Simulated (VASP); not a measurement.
# Ta4C3 (Pm) in VASP: further runs

Ta4C3 is run at these levels: PBEsol; tasks: single point.

Program: VASP 6.6.1. These are calculated values, not measurements. Logs are shortened: lines on timing, memory, paths and dates and some standing lists are left out, and cuts for length are marked.

### Step 1. The cell of the first run

Symmetry: Pm, No. 6, monoclinic system. Conventional cell: a = 4.403 Å, b = 4.403 Å, c = 8.816 Å, α = 90.00°, β = 92.86°, γ = 90.00°. Within 2.9 Å of Ta (site symmetry m) lie 4 C at 2.20 Å and 1 Ta at 2.82 Å. Within 2.9 Å of Ta (site symmetry m) lie 4 C at 2.20 Å. Within 2.9 Å of Ta (site symmetry m) lie 4 C at 2.20 to 2.24 Å and 1 Ta at 2.82 Å. Within 2.9 Å of Ta (site symmetry m) lie 4 C at 2.20 Å. Ta (site symmetry m) has 4 C at 2.20 to 2.24 Å and 1 Ta at 2.82 Å within 2.9 Å. Within 2.9 Å of Ta (site symmetry m) lie 4 C at 2.20 Å. Ta (site symmetry m) has 6 C at 2.20 Å within 2.9 Å. Within 2.9 Å of Ta (site symmetry m) lie 6 C at 2.20 to 2.24 Å and 1 Ta at 2.82 Å.

### Step 2. Single point, PBEsol (the part above a cut slid along it)

INCAR reads:

```
ALGO = Fast
EDIFF = 1E-6
ENCUT = 520
GGA = PS
ISIF = 2
ISMEAR = 0
LASPH = T
LCHARG = F
LREAL = F
LWAVE = F
NBANDS = 69
NELM = 80
PREC = Accurate
SIGMA = 0.15
```

KPOINTS reads:

```
k-points
0
Gamma
  9 9 5
```

POSCAR reads:

```
Ta4C3
1.0
    0.0000000000     -4.4026022057      0.0000000000
    0.0000000000      0.0000000000     -4.4026022057
    8.8052044115     -0.4402602206      0.0000000000
Ta C
8 6
Direct
    0.4125000000      0.5000000000      0.8750000000
    0.4625000000      0.5000000000      0.3750000000
    0.9875000000      0.5000000000      0.1250000000
    0.9375000000      0.5000000000      0.6250000000
    0.4875000000      1.0000000000      0.1250000000
    0.4375000000      1.0000000000      0.6250000000
   -0.0375000000      0.0000000000      0.3750000000
   -0.0875000000      0.0000000000      0.8750000000
   -0.0125000000      1.0000000000      0.1250000000
   -0.0625000000      1.0000000000      0.6250000000
    0.4125000000      1.0000000000      0.8750000000
    0.4625000000      1.0000000000      0.3750000000
   -0.0875000000      0.5000000000      0.8750000000
   -0.0375000000      0.5000000000      0.3750000000
```

Potentials or basis: VASP PAW PBE potentials, release 64 (Ta_pv, C).

Command:

```
$ cat potpaw_PBE.64/Ta_pv/POTCAR potpaw_PBE.64/C/POTCAR > POTCAR
$ mpirun -np 1 vasp_std > vasp.out
```

OUTCAR:

```text
EDIFF = 1E-6
   ENCUT = 520
   GGA = PS
   ISIF = 2
   ISMEAR = 0
   LASPH = T
   LREAL = F
   NELM = 80
   PREC = Accurate

 ion  position               nearest neighbor table
   1  0.413  0.500  0.875-  11 2.20  13 2.20  11 2.20  13 2.20   3 2.82   8 3.11   8 3.11   8 3.11
                             8 3.11   4 3.11   6 3.11   6 3.11   4 3.11   5 3.14   5 3.14   3 3.44
   2  0.462  0.500  0.375-  12 2.20  14 2.20  12 2.20  14 2.20   7 3.11   7 3.11   7 3.11   7 3.11
                             4 3.11   3 3.11   5 3.11   6 3.11   6 3.11   5 3.11   4 3.11   3 3.11
   3  0.987  0.500  0.125-   9 2.20   9 2.20  14 2.20  13 2.24   1 2.82   5 3.11   5 3.11   5 3.11
                             5 3.11   2 3.11   7 3.11   7 3.11   2 3.11   8 3.14   8 3.14   1 3.44
   4  0.938  0.500  0.625-  10 2.20  10 2.20  14 2.20  13 2.20   6 3.11   6 3.11   6 3.11   6 3.11
                             2 3.11   1 3.11   7 3.11   8 3.11   7 3.11   8 3.11   2 3.11   1 3.11
   5  0.487  0.000  0.125-   9 2.20   9 2.20  12 2.20  11 2.24   8 2.82   3 3.11   3 3.11   3 3.11
                             3 3.11   7 3.11   2 3.11   2 3.11   7 3.11   1 3.14   1 3.14   8 3.44
   6  0.438  0.000  0.625-  10 2.20  10 2.20  12 2.20  11 2.20   4 3.11   4 3.11   4 3.11   4 3.11
                             7 3.11   8 3.11   2 3.11   1 3.11   2 3.11   1 3.11   7 3.11   8 3.11
   7  0.962  0.000  0.375-  12 2.20  14 2.20  14 2.20  12 2.20   9 2.20  10 2.20   2 3.11   2 3.11
                             2 3.11   2 3.11   5 3.11   6 3.11   3 3.11   3 3.11   4 3.11   4 3.11
   8  0.913  0.000  0.875-  11 2.20  13 2.20  13 2.20  11 2.20  10 2.20   9 2.24   5 2.82   1 3.11
                             1 3.11   1 3.11   1 3.11   6 3.11   4 3.11   4 3.11   6 3.11   3 3.14
   9  0.987  0.000  0.125-   3 2.20   5 2.20   3 2.20   5 2.20   7 2.20   8 2.24
  10  0.938  0.000  0.625-   4 2.20   6 2.20   4 2.20   6 2.20   7 2.20   8 2.20
  11  0.413  0.000  0.875-   1 2.20   8 2.20   1 2.20   8 2.20   6 2.20   5 2.24
  12  0.462  0.000  0.375-   2 2.20   7 2.20   2 2.20   7 2.20   6 2.20   5 2.20
  13  0.913  0.500  0.875-   1 2.20   8 2.20   8 2.20   1 2.20   4 2.20   3 2.24
  14  0.962  0.500  0.375-   2 2.20   7 2.20   7 2.20   2 2.20   4 2.20   3 2.20

  LATTYP: Found a simple monoclinic cell.
 ALAT       =     4.4026022057
 B/A-ratio  =     1.0000000000
 C/A-ratio  =     2.0024984395
 COS(beta)  =    -0.0499376169

  Lattice vectors:

 A1 = (   0.0000000000,  -4.4026022057,   0.0000000000)
 A2 = (   0.0000000000,   0.0000000000,   4.4026022057)
 A3 = (  -8.8052044115,   0.4402602206,   0.0000000000)

Analysis of symmetry for initial positions (statically):
=====================================================================
 Subroutine PRICEL returns:
 Original cell was already a primitive cell.

 Routine SETGRP: Setting up the symmetry group for a
 simple monoclinic supercell.

 Subroutine GETGRP returns: Found  2 space group operations
 (whereof  2 operations were pure point group operations)
 out of a pool of  4 trial point group operations.

The static configuration has the point symmetry C_1h.

Analysis of symmetry for dynamics (positions and initial velocities):
=====================================================================
 Subroutine PRICEL returns:
 Original cell was already a primitive cell.

 Routine SETGRP: Setting up the symmetry group for a
 simple monoclinic supercell.

 Subroutine GETGRP returns: Found  2 space group operations
 (whereof  2 operations were pure point group operations)
 out of a pool of  4 trial point group operations.

The dynamic configuration has the point symmetry C_1h.

 Subroutine INISYM returns: Found  2 space group operations
 (whereof  2 operations are pure point group operations),
 and found     1 'primitive' translations

----------------------------------------------------------------------------------------

                                     Primitive cell

  volume of cell :     170.6705

  direct lattice vectors                    reciprocal lattice vectors
     0.000000000 -4.402602206  0.000000000    -0.011356920 -0.227138395  0.000000000
     0.000000000  0.000000000 -4.402602206     0.000000000  0.000000000 -0.227138395
     8.805204412 -0.440260221  0.000000000     0.113569198  0.000000000  0.000000000

  length of vectors
     4.402602206  4.402602206  8.816204047     0.227422141  0.227138395  0.113569198

  position of ions in fractional coordinates (direct lattice)
[... 51 lines left out ...]
     0.000000000  0.000000000  0.000000000

 Subroutine IBZKPT returns following result:
 ===========================================

 Found    115 irreducible k-points:

 Following reciprocal coordinates:
            Coordinates               Weight
  0.000000  0.000000  0.000000      1.000000
  0.111111  0.000000  0.000000      2.000000
  0.222222  0.000000  0.000000      2.000000
  0.333333  0.000000  0.000000      2.000000
  0.444444  0.000000  0.000000      2.000000
  0.000000  0.111111  0.000000      2.000000
[... 16 lines left out ...]
  0.222222  0.444444  0.000000      4.000000
  0.333333  0.444444  0.000000      4.000000
 [... further k-points ...]
   k-points           NKPTS =    115   k-points in BZ     NKDIM =    115   number of bands    NBANDS=     69
   number of dos      NEDOS =    301   number of ions     NIONS =     14
   total plane-waves  NPLWV =  90720
   dimension x,y,z NGX =    36 NGY =   36 NGZ =   70
   dimension x,y,z NGXF=    72 NGYF=   72 NGZF=  140
   ions per type =               8   6
   NGX,Y,Z   is equivalent  to a cutoff of  13.59, 13.59, 13.20 a.u.
   NGXF,Y,Z  is equivalent  to a cutoff of  27.19, 27.19, 26.40 a.u.
 SYSTEM =  unknown system
   PREC   = accura    normal or accurate (medium, high low for compatibility)
   ISTART =      0    job   : 0-new  1-cont  2-samecut
   ICHARG =      2    charge: 1-file 2-atom 10-const
   ISPIN  =      1    spin polarized calculation?
   LNONCOLLINEAR =      F non collinear calculations
   LSORBIT =      F    spin-orbit coupling
   LASPH  =      T    aspherical Exc in radial PAW
   ENCUT  =  520.0 eV  38.22 Ry    6.18 a.u.   8.19  8.19 16.39*2*pi/ulx,y,z
   NELM   =     80;   NELMIN=  2; NELMDL= -5     # of ELM steps
   EDIFF  = 0.1E-05   stopping-criterion for ELM
   LREAL  =      F    real-space projection
   EDIFFG = 0.1E-04   stopping-criterion for IOM
   NSW    =      0    number of steps for IOM
   IBRION =     -1    ionic relax: 0-MD 1-quasi-New 2-CG
   NFREE  =      0    steps in history (QN), initial steepest desc. (CG)
   ISIF   =      2    stress and relaxation
   ISYM   =      2    0-nonsym 1-usesym 2-fastsym
   POTIM  = 0.5000    time-step for ionic-motion
   TEBEG  =    0.0;   TEEND  =   0.0 temperature during run
   PSTRESS=    0.0 pullay stress
   NELECT =     112.0000    total number of electrons
   NUPDOWN=      -1.0000    fix difference up-down
   EMIN   =  10.00;   EMAX   =-10.00  energy-range for DOS
   EFERMI =   0.00;   METHOD = LEGACY
   ISMEAR =     0;   SIGMA  =   0.15  broadening in eV -4-tet -1-fermi 0-gaus
   EFERMI_NEDOS =   21; number of points for ismear=-14 and -15
   IALGO  =     68    algorithm
   IMIX   =      4    mixing-type and parameters
     AMIX     =   0.40;   BMIX     =  1.00
     AMIX_MAG =   1.60;   BMIX_MAG =  1.00
  volume/ion in A,a.u.               =      12.19        82.27
  Fermi-wavevector in a.u.,A,eV,Ry     =   1.422639  2.688398 27.536857  2.023902
  Thomas-Fermi vector in A             =   2.543321
   LORBIT       =      0    0 simple, 1 ext, 2 COOP (PROOUT), +10 PAW based schemes
   GGA     = PS    functional components
   LHFCALC =     F    Hartree Fock is set to
   AEXX    =    0.0000 exact exchange contribution
   IVDW    =     0    specifies the selected vdW correction
   LEPSILON=     F    determine dielectric tensor
   LRPA    =     F    only Hartree local field effects (RPA)
 non-spin polarized calculation
 RMM-DIIS sequential band-by-band and
 Gauss-broadening in eV      SIGMA  =   0.15
  energy-cutoff  :      520.00
  volume of cell :      170.67
 maximum number of plane-waves:      4617
 NGX is ok and might be reduce to    36
   NGX = 17   NGY = 17   NGZ = 33

 number of electron     112.0000020 magnetization

 Free energy of the ion-electron system (eV)
  ---------------------------------------------------
  ext. energy  EPLUGINS =         0.00000000
  ---------------------------------------------------
  free energy    TOTEN  =      -164.85431516 eV

  energy without entropy =     -164.76858323  energy(sigma->0) =     -164.81144919

 E-fermi :   7.2047     XC(G=0): -13.1090

 val. band max:        7.2046354836   @ k =   0.2222   0.4444   0.4000
 cond. band min:       7.2050297637   @ k =   0.2222   0.1111   0.2000
 fundamental gap:      0.0003942801
 Fermi energy:         7.2046862158

 k-point     1 :       0.0000    0.0000    0.0000
  band No.  band energies     occupation
      1     -28.0646      2.00000
      2     -28.0170      2.00000
      3     -28.0021      2.00000
      4     -27.9557      2.00000
      5     -27.9375      2.00000
      6     -27.9048      2.00000
[... 1693 lines left out ...]
     67      10.4954      0.00000
     68      10.6439      0.00000

 [... further k-points ...]

 [bands above 68 left out]

------------------------ aborting loop because EDIFF is reached ----------------------------------------

  FORCE on cell =-STRESS in cart. coord.  units (eV):
  Direction    XX          YY          ZZ          XY          YZ          ZX
  --------------------------------------------------------------------------------------
  -------------------------------------------------------------------------------------
  Total        2.1585485      1.0261783      1.1553121      6.4872033      0.0000000      0.0000000
  in kB       20.2634811      9.6332998     10.8455496     60.8989432      0.0000000      0.0000000
  external PRESSURE =      13.5807768 kB  Pullay stress =       0.0000000 kB

 VOLUME and BASIS-vectors are now :
 -----------------------------------------------------------------------------
  energy-cutoff  :      520.00
  volume of cell :      170.67
      direct lattice vectors                 reciprocal lattice vectors
     0.000000000 -4.402602206  0.000000000    -0.011356920 -0.227138395  0.000000000
     0.000000000  0.000000000 -4.402602206     0.000000000  0.000000000 -0.227138395
     8.805204412 -0.440260221  0.000000000     0.113569198  0.000000000  0.000000000

 POSITION                                       TOTAL-FORCE (eV/Angst)
 -----------------------------------------------------------------------------------
      7.70455     -2.20130     -2.20130        -0.544915     -0.909551      0.000000
      3.30195     -2.20130     -2.20130         0.028927     -0.170701      0.000000
      1.10065     -4.40260     -2.20130         0.229820      0.705227      0.000000
      5.50325     -4.40260     -2.20130        -0.030579      0.274538      0.000000
      1.10065     -2.20130      0.00000         0.731050      1.693133      0.000000
      5.50325     -2.20130      0.00000         0.084802      0.197179      0.000000
      3.30195     -4.40260      0.00000        -0.080750      0.123697      0.000000
      7.70455     -4.40260      0.00000        -0.668891     -1.135734      0.000000
      1.10065     -4.40260      0.00000         0.200955      0.832500      0.000000
      5.50325     -4.40260      0.00000        -0.093455      0.032514      0.000000
      7.70455     -2.20130      0.00000        -0.164257     -0.990790      0.000000
      3.30195     -2.20130      0.00000        -0.001114     -0.081995      0.000000
      7.70455     -4.40260     -2.20130         0.194873     -0.486255      0.000000
      3.30195     -4.40260     -2.20130         0.113535     -0.083761      0.000000
 -----------------------------------------------------------------------------------
    total drift:                                0.000053      0.000287      0.000000

  FREE ENERGIE OF THE ION-ELECTRON SYSTEM (eV)
  ---------------------------------------------------
  free  energy   TOTEN  =      -164.8543151573 eV

  energy  without entropy=     -164.7685832269  energy(sigma->0) =     -164.81144919
```

Run time: 71 min. Hardware: 1 thread of Oxide Virtual Turin-like, shared host; peak memory 0.92 GiB.

What came out:

| Property | Result |
| --- | --- |
| Free energy | -164.8543 eV |
| Pressure | 1.4 GPa |
| Largest force | 1.844 eV/Å |
| Band gap on the k mesh | zero (bands 56 and 57 overlap by 0.76 eV) |

Forces in eV/Å, atoms in the order of the input:
```
Ta  -0.545 -0.910  0.000
Ta   0.029 -0.171  0.000
Ta   0.230  0.705  0.000
Ta  -0.031  0.275  0.000
Ta   0.731  1.693  0.000
Ta   0.085  0.197  0.000
Ta  -0.081  0.124  0.000
Ta  -0.669 -1.136  0.000
C    0.201  0.833  0.000
C   -0.093  0.033  0.000
C   -0.164 -0.991  0.000
C   -0.001 -0.082  0.000
C    0.195 -0.486  0.000
C    0.114 -0.084  0.000
```

Caveat: the cell differs from its parent crystal (the part above a cut slid along it); the PAW data sets were made with another functional, which shifts forces and pressure a little; spin-orbit coupling is left out, which moves the levels of the heavy elements.

### Step 3. Single point, PBEsol (the part above a cut slid along it)

INCAR reads:

```
PREC = Accurate
ENCUT = 520
EDIFF = 1E-6
ISMEAR = 0
SIGMA = 0.15
LREAL = F
LASPH = T
NELM = 100
ALGO = Fast
ISIF = 2
LWAVE = F
LCHARG = F
GGA = PS
NBANDS = 69
```

KPOINTS reads:

```
Automatic mesh
0
Gamma
  9 9 5
```

POSCAR reads:

```
Ta4C3
1.0
    0.0000000000     -4.4026022057      0.0000000000
    0.0000000000      0.0000000000     -4.4026022057
    8.8052044115     -0.8805204411      0.0000000000
Ta C
8 6
Direct
    0.3250000000      0.5000000000      0.8750000000
    0.4250000000      0.5000000000      0.3750000000
    0.9750000000      0.5000000000      0.1250000000
    0.8750000000      0.5000000000      0.6250000000
    0.4750000000      1.0000000000      0.1250000000
    0.3750000000      1.0000000000      0.6250000000
   -0.0750000000      0.0000000000      0.3750000000
   -0.1750000000      0.0000000000      0.8750000000
   -0.0250000000      1.0000000000      0.1250000000
   -0.1250000000      1.0000000000      0.6250000000
    0.3250000000      1.0000000000      0.8750000000
    0.4250000000      1.0000000000      0.3750000000
   -0.1750000000      0.5000000000      0.8750000000
   -0.0750000000      0.5000000000      0.3750000000
```

Potentials or basis: VASP PAW PBE potentials, release 64 (Ta_pv, C).

Command:

```
$ cat potpaw_PBE.64/Ta_pv/POTCAR potpaw_PBE.64/C/POTCAR > POTCAR
$ mpirun -np 1 vasp_std > vasp.out
```

Wall time 55 min (1 thread of Oxide Virtual Turin-like, shared host); peak memory 0.92 GiB.

The run converged. Its results:

```
Free energy            : -162.8783 eV
Pressure               : 3.4 GPa
Largest force          : 3.721 eV/Å
Band gap on the k mesh : zero (bands 56 and 57 overlap by 0.73 eV)
```

Forces on the atoms (eV/Å):
```
Ta  -2.274 -1.893  0.000
Ta   0.074  0.008  0.000
Ta   1.446  1.921  0.000
Ta  -0.004  0.244  0.000
Ta   2.610  2.652  0.000
Ta   0.069  0.154  0.000
Ta  -0.105  0.210  0.000
Ta  -2.476 -2.152  0.000
C    0.304  1.158  0.000
C   -0.237  0.130  0.000
C   -0.196 -1.289  0.000
C   -0.022 -0.178  0.000
C    0.665 -0.781  0.000
C    0.148 -0.183  0.000
```

Stress tensor (GPa, compression positive):
```
 7.57 11.44  0.00
11.44  1.89  0.00
 0.00  0.00  0.79
```

Levels at points of the mesh, in eV from the Fermi level:
```csv
k point,band 54,band 55,band 56,band 57,band 58,band 59
"(0.00, 0.00, 0.00)",-0.86,-0.61,-0.57,-0.16,-0.04,0.27
```

Caveat: the cell differs from its parent crystal (the part above a cut slid along it); the stress differs along the axes, from 1 to 8 GPa; the PAW data sets were made with another functional, which shifts forces and pressure a little; spin-orbit coupling is left out, which moves the levels of the heavy elements.
